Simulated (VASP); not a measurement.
# Ga (R-3m) in VASP: notebook, part 2 of 2

VASP 6.6.1. The steps go on from the part before.

## 3. Relaxation of cell and atoms, PBEsol

This run uses another cell than the first one, of 20.04 Å³/atom, 1.097 times its volume.

Input file INCAR:

```
PREC     = Accurate       # precision mode
ENCUT    = 600            # plane-wave cutoff, eV
EDIFF    = 1E-6           # SCF threshold, eV
ISMEAR   = 0              # smearing method
SIGMA    = 0.1            # smearing width, eV
LREAL    = F              # projectors in reciprocal space
LASPH    = T              # aspherical terms in the spheres
NELM     = 100            # most SCF steps
ALGO     = Fast           # electronic algorithm
ISIF     = 3              # what is computed and relaxed
LWAVE    = F              # write WAVECAR
LCHARG   = F              # write CHGCAR
GGA      = PS             # functional
IBRION   = 2              # ionic algorithm
NSW      = 90             # ionic steps
EDIFFG   = -0.04          # ionic threshold
```

Input file KPOINTS:

```
Automatic mesh
0
Gamma
  6 6 6
```

Input file POSCAR:

```
Ga
1.0
    1.8410551447      1.0629336834      3.4140160361
   -1.8410551447      1.0629336834      3.4140160361
    0.0000000000     -2.1258673668      3.4140160361
Ga
2
Direct
    0.2275400000      0.2275400000      0.2275400000
    0.7724600000      0.7724600000      0.7724600000
```

Potentials or basis: VASP PAW PBE potentials, release 64 (Ga_d).

Run with:

```console
cat potpaw_PBE.64/Ga_d/POTCAR > POTCAR
mpirun -np 1 vasp_std > vasp.out
```

OUTCAR:

```text
PREC = Accurate
   ENCUT = 600
   EDIFF = 1E-6
   ISMEAR = 0
   LREAL = F
   LASPH = T
   NELM = 100
   ISIF = 3
   GGA = PS
   IBRION = 2
   NSW = 90
   EDIFFG = -0.04

 ion  position               nearest neighbor table
   1  0.228  0.228  0.228-   2 2.46   2 2.46   2 2.46
   2  0.772  0.772  0.772-   1 2.46   1 2.46   1 2.46

  LATTYP: Found a trigonal (rhomboedric) cell.
 ALAT       =     4.0217928286
 COS(alpha) =     0.5808936906

  Lattice vectors:

 A1 = (   1.8410551447,   1.0629336834,   3.4140160361)
 A2 = (  -1.8410551447,   1.0629336834,   3.4140160361)
 A3 = (   0.0000000000,  -2.1258673668,   3.4140160361)

Analysis of symmetry for initial positions (statically):
=====================================================================
 Subroutine PRICEL returns:
 Original cell was already a primitive cell.

 Routine SETGRP: Setting up the symmetry group for a
 trigonal (rhombohedral) supercell.

 Subroutine GETGRP returns: Found 12 space group operations
 (whereof 12 operations were pure point group operations)
 out of a pool of 12 trial point group operations.

The static configuration has the point symmetry D_3d.

Analysis of symmetry for dynamics (positions and initial velocities):
=====================================================================
 Subroutine PRICEL returns:
 Original cell was already a primitive cell.

 Routine SETGRP: Setting up the symmetry group for a
 trigonal (rhombohedral) supercell.

 Subroutine GETGRP returns: Found 12 space group operations
 (whereof 12 operations were pure point group operations)
 out of a pool of 12 trial point group operations.

The dynamic configuration has the point symmetry D_3d.

 Subroutine INISYM returns: Found 12 space group operations
 (whereof 12 operations are pure point group operations),
 and found     1 'primitive' translations

----------------------------------------------------------------------------------------

                                     Primitive cell

  volume of cell :      40.0857

  direct lattice vectors                    reciprocal lattice vectors
     1.841055145  1.062933683  3.414016036     0.271583391  0.156798744  0.097636722
    -1.841055145  1.062933683  3.414016036    -0.271583391  0.156798744  0.097636722
     0.000000000 -2.125867367  3.414016036     0.000000000 -0.313597488  0.097636722

  length of vectors
     4.021792829  4.021792829  4.021792829     0.328445298  0.328445298  0.328445298

  position of ions in fractional coordinates (direct lattice)
     0.227540000  0.227540000  0.227540000
     0.772460000  0.772460000  0.772460000

  ion indices of the primitive-cell ions
   primitive index   ion index
                 1           1
                 2           2

----------------------------------------------------------------------------------------

 KPOINTS: Automatic mesh

Automatic generation of k-mesh.
 Grid dimensions read from file:
 generate k-points for:    6    6    6

 Generating k-lattice:

  Cartesian coordinates                     Fractional coordinates (reciprocal lattice)
     0.045263899  0.026133124  0.016272787     0.166666667  0.000000000  0.000000000
[... 47 lines left out ...]
   NGX,Y,Z   is equivalent  to a cutoff of  13.23, 13.23, 13.23 a.u.
   NGXF,Y,Z  is equivalent  to a cutoff of  26.46, 26.46, 26.46 a.u.
 SYSTEM =  unknown system
   PREC   = accura    normal or accurate (medium, high low for compatibility)
   ISTART =      0    job   : 0-new  1-cont  2-samecut
   ICHARG =      2    charge: 1-file 2-atom 10-const
   ISPIN  =      1    spin polarized calculation?
   LNONCOLLINEAR =      F non collinear calculations
   LSORBIT =      F    spin-orbit coupling
   LASPH  =      T    aspherical Exc in radial PAW
   ENCUT  =  600.0 eV  44.10 Ry    6.64 a.u.   8.03  8.03  8.03*2*pi/ulx,y,z
   NELM   =    100;   NELMIN=  2; NELMDL= -5     # of ELM steps
   EDIFF  = 0.1E-05   stopping-criterion for ELM
   LREAL  =      F    real-space projection
   EDIFFG = -.4E-01   stopping-criterion for IOM
   NSW    =     90    number of steps for IOM
   IBRION =      2    ionic relax: 0-MD 1-quasi-New 2-CG
   NFREE  =      1    steps in history (QN), initial steepest desc. (CG)
   ISIF   =      3    stress and relaxation
   ISYM   =      2    0-nonsym 1-usesym 2-fastsym
   POTIM  = 0.5000    time-step for ionic-motion
   TEBEG  =    0.0;   TEEND  =   0.0 temperature during run
   PSTRESS=    0.0 pullay stress
   NELECT =      26.0000    total number of electrons
   NUPDOWN=      -1.0000    fix difference up-down
   EMIN   =  10.00;   EMAX   =-10.00  energy-range for DOS
   EFERMI =   0.00;   METHOD = LEGACY
   ISMEAR =     0;   SIGMA  =   0.10  broadening in eV -4-tet -1-fermi 0-gaus
   EFERMI_NEDOS =   21; number of points for ismear=-14 and -15
   IALGO  =     68    algorithm
   IMIX   =      4    mixing-type and parameters
     AMIX     =   0.40;   BMIX     =  1.00
     AMIX_MAG =   1.60;   BMIX_MAG =  1.00
  volume/ion in A,a.u.               =      20.04       135.26
  Fermi-wavevector in a.u.,A,eV,Ry     =   1.417107  2.677944 27.323120  2.008193
  Thomas-Fermi vector in A             =   2.538372
   LORBIT       =      0    0 simple, 1 ext, 2 COOP (PROOUT), +10 PAW based schemes
   GGA     = PS    functional components
   LHFCALC =     F    Hartree Fock is set to
   AEXX    =    0.0000 exact exchange contribution
   IVDW    =     0    specifies the selected vdW correction
   LEPSILON=     F    determine dielectric tensor
   LRPA    =     F    only Hartree local field effects (RPA)
 conjugate gradient relaxation of ions
 non-spin polarized calculation
 RMM-DIIS sequential band-by-band and
 Gauss-broadening in eV      SIGMA  =   0.10
  energy-cutoff  :      600.00
  volume of cell :       40.09
 maximum number of plane-waves:      1358
   NGX = 17   NGY = 17   NGZ = 17

--------------------------------------- Ionic step        1  -------------------------------------------

 number of electron      26.0000009 magnetization

 Free energy of the ion-electron system (eV)
  ---------------------------------------------------
  ext. energy  EPLUGINS =         0.00000000
  ---------------------------------------------------
  free energy    TOTEN  =        -6.12556904 eV

  energy without entropy =       -6.11545610  energy(sigma->0) =       -6.12051257

------------------------ aborting loop because EDIFF is reached ----------------------------------------

  FORCE on cell =-STRESS in cart. coord.  units (eV):
  Direction    XX          YY          ZZ          XY          YZ          ZX
  --------------------------------------------------------------------------------------
  -------------------------------------------------------------------------------------
  Total        0.6633093      0.6633093     -0.0519802      0.0000000      0.0000000      0.0000000
  in kB       26.5116579     26.5116579     -2.0775828      0.0000000      0.0000000      0.0000000
  external PRESSURE =      16.9819110 kB  Pullay stress =       0.0000000 kB
[... 89 lines left out ...]
  FREE ENERGIE OF THE ION-ELECTRON SYSTEM (eV)
  ---------------------------------------------------
  free  energy   TOTEN  =        -6.4070374647 eV

  energy  without entropy=       -6.4038921203  energy(sigma->0) =       -6.40546479

 E-fermi :   3.6534     XC(G=0): -10.2148

 val. band max:        3.5812384199   @ k =  -0.3333   0.1667   0.1667
 cond. band min:       3.8429000382   @ k =   0.3333   0.1667   0.1667
 fundamental gap:      0.2616616183
 Fermi energy:         3.6534160127

 k-point     1 :       0.0000    0.0000    0.0000
  band No.  band energies     occupation
      1     -11.2412      2.00000
      2     -11.2412      2.00000
      3     -11.1005      2.00000
      4     -11.1001      2.00000
      5     -11.1001      2.00000
      6     -10.8524      2.00000
[... 459 lines left out ...]
      6     -10.9434      2.00000
[... 9 lines left out ...]
     16      10.0534      0.00000
     17      10.8862      0.00000

 [... further k-points ...]

[... ionic steps 4 to 7 ...]

--------------------------------------- Ionic step        8  -------------------------------------------

 number of electron      25.9999993 magnetization

------------------------ aborting loop because EDIFF is reached ----------------------------------------
[... 67 lines left out ...]
--------------------------------------- Ionic step       10  -------------------------------------------

 number of electron      25.9999995 magnetization

 Free energy of the ion-electron system (eV)
  ---------------------------------------------------
  ext. energy  EPLUGINS =         0.00000000
  ---------------------------------------------------
  free energy    TOTEN  =        -6.52300831 eV

  energy without entropy =       -6.51894611  energy(sigma->0) =       -6.52097721

 E-fermi :   5.1707     XC(G=0): -11.0430

 val. band max:        5.0334718539   @ k =   0.5000   0.3333   0.3333
 cond. band min:       5.1815265646   @ k =   0.1667   0.1667   0.0000
 fundamental gap:      0.1480547107
 Fermi energy:         5.1706943962

 k-point     1 :       0.0000    0.0000    0.0000
  band No.  band energies     occupation
      1     -10.0352      2.00000
      2     -10.0352      2.00000
      3      -9.8602      2.00000
      4      -9.8347      2.00000
      5      -9.8347      2.00000
      6      -9.4674      2.00000
[... 500 lines left out ...]
  FREE ENERGIE OF THE ION-ELECTRON SYSTEM (eV)
  ---------------------------------------------------
  free  energy   TOTEN  =        -6.5230083125 eV

  energy  without entropy=       -6.5189461072  energy(sigma->0) =       -6.52097721

 reached required accuracy - stopping structural energy minimisation
```

Run time: 81 s. Hardware: 1 thread of Intel Xeon 6975P-C (Granite Rapids), shared host; peak memory 0.19 GiB.

What came out:

| Property | Result |
| --- | --- |
| Free energy | -6.5230 eV |
| Relaxed volume | 19.01 Å³/atom |
| Relaxed cell | a = 3.896 Å, b = 3.896 Å, c = 3.896 Å, α = 56.08°, β = 56.08°, γ = 56.08° |
| Space group after relaxing (to 0.05 Å) | R-3m (No. 166) |
| Energy gained by relaxing | 198.7 meV/atom |
| Ionic steps | 10 |
| Pressure after relaxing | -0.1 GPa |
| Largest force after relaxing | 0.029 eV/Å |
| Band gap on the k mesh | zero (band 13 reaches 9.33 eV, above the bottom of band 14 at 3.02 eV) |

Forces in eV/Å, atoms in the order of the input:
```
Ga   0.000  0.000 -0.029
Ga   0.000  0.000  0.029
```

Stress tensor (GPa, compression positive):
```
-0.11  0.00  0.00
 0.00 -0.11  0.00
 0.00  0.00  0.03
```

The path:
```
step  energy change (eV)  largest force (eV/Å)  pressure (GPa)  volume (Å³)
   1              0.0000                1.5750            1.70        40.09
   2             -0.1900                0.9397           -1.96        41.33
   3             -0.2815                0.5439           -4.22        42.57
   4             -0.1995                0.3994           -5.93        45.10
   5             -0.2918                0.2500           -4.69        43.27
   6             -0.3855                0.2475           -1.47        39.09
   7             -0.3855                0.2567           -1.26        39.03
   8             -0.3969                0.0646           -0.25        38.19
   9             -0.3975                0.0151            0.28        37.99
  10             -0.3974                0.0289           -0.06        38.02
```

Final structure:
```
Ga
1.0
     1.83147    1.05740    3.27197
    -1.83147    1.05740    3.27197
     0.00000   -2.11480    3.27197
Ga
2
Direct
  0.25027 0.25027 0.25027
  0.74973 0.74973 0.74973
```

Levels at points of the mesh, in eV from the Fermi level:
```tsv
k point	band 9	band 10	band 11	band 12	band 13	band 14	band 15	band 16	band 17
(0.00, 0.00, 0.00)	-14.47	-14.47	-11.04	1.50	3.22	3.22	3.83	7.73	8.88
(0.50, 0.00, 0.00)	-14.79	-14.79	-6.91	-6.90	2.85	2.88	3.59	3.63	5.32
(0.50, 0.50, 0.00)	-14.62	-14.48	-6.36	-4.46	-1.59	-1.33	-0.28	4.20	12.53
(0.50, 0.50, 0.50)	-14.80	-14.80	-7.51	-7.49	4.16	4.16	4.18	4.18	6.42
```

Caveat: the PAW data sets were made with another functional, which shifts forces and pressure a little.

## 4. Single point, PBEsol

This run uses another cell than the first one: it holds 3 atoms, not 2.

Input file INCAR:

```
PREC = Accurate
ENCUT = 520
EDIFF = 1E-6
ISMEAR = 0
SIGMA = 0.1
LREAL = False
LASPH = True
NELM = 80
ALGO = Normal
ISIF = 2
LWAVE = False
LCHARG = False
GGA = PS
NBANDS = 26
```

KPOINTS is that of step 3.

Input file POSCAR:

```
Ga
1.0
    1.4696676537      0.8485130154      7.0690536183
   -1.4696676537      0.8485130154      7.0690536183
    0.0000000000     -1.6970260310      7.0690536183
Ga
3
Direct
    0.0000000000      0.0000000000      0.0000000000
    0.2223627954      0.2223627954      0.2223627954
    0.7776372046      0.7776372046      0.7776372046
```

Run with:

```console
cat potpaw_PBE.64/Ga_d/POTCAR > POTCAR
mpirun -np 1 vasp_std > vasp.out
```

Run time: 79 s. Hardware: 1 thread of Intel Xeon 6975P-C (Granite Rapids), shared host; peak memory 0.37 GiB.

Results (log left out):

```
Free energy : -10.1106 eV
Pressure    : 0.0 GPa
```

Stress tensor (GPa, compression positive):
```
 0.07  0.00  0.00
 0.00  0.07  0.00
 0.00  0.00 -0.10
```

Levels at points of the mesh, in eV from the Fermi level:
```tsv
k point	band 15	band 16	band 17	band 18	band 19	band 20	band 21	band 22	band 23	band 24
(0.00, 0.00, 0.00)	-14.63	-11.55	-8.42	-8.40	0.96	0.98	10.53	10.53	10.67	10.67
(0.50, 0.00, 0.00)	-14.58	-5.71	-5.13	-3.44	-3.36	-1.35	-1.09	4.33	5.22	5.79
(0.50, 0.50, 0.00)	-14.58	-5.38	-5.12	-4.11	-3.90	-0.36	0.09	2.55	3.98	4.97
(0.50, 0.50, 0.50)	-14.60	-10.79	-10.76	-4.73	-4.19	7.68	7.69	10.04	10.04	11.60
```

Caveat: the k points lie up to 0.41 Å⁻¹ apart; the PAW data sets were made with another functional, which shifts forces and pressure a little.

## 5. The runs side by side

| task | cell | cutoff (eV) | gap on the mesh (eV) | pressure (GPa) | largest force (eV/Å) |
| --- | --- | --- | --- | --- | --- |
| single point | a = 4.135 Å, angles 48.6°, 2 atoms | 520 | none | 0.2 | 0.03 |
| relaxation of cell and atoms | relaxed from a = 4.022 Å, angles 54.5°, 2 atoms | 600 | none | -0.1 | 0.03 |
| single point | a = 7.270 Å, angles 23.3°, 3 atoms | 520 | none | 0.0 | - |

Alike in all rows: level PBEsol; potentials or basis VASP PAW PBE potentials, release 64 (Ga_d); no spin polarisation; k mesh 6 × 6 × 6; smearing gaussian 0.1 eV.

Caveats: some runs use coarse meshes; the PAW data sets were made with another functional, which shifts forces and pressure a little.

Absolute energies hang on the potentials; compare differences alone.
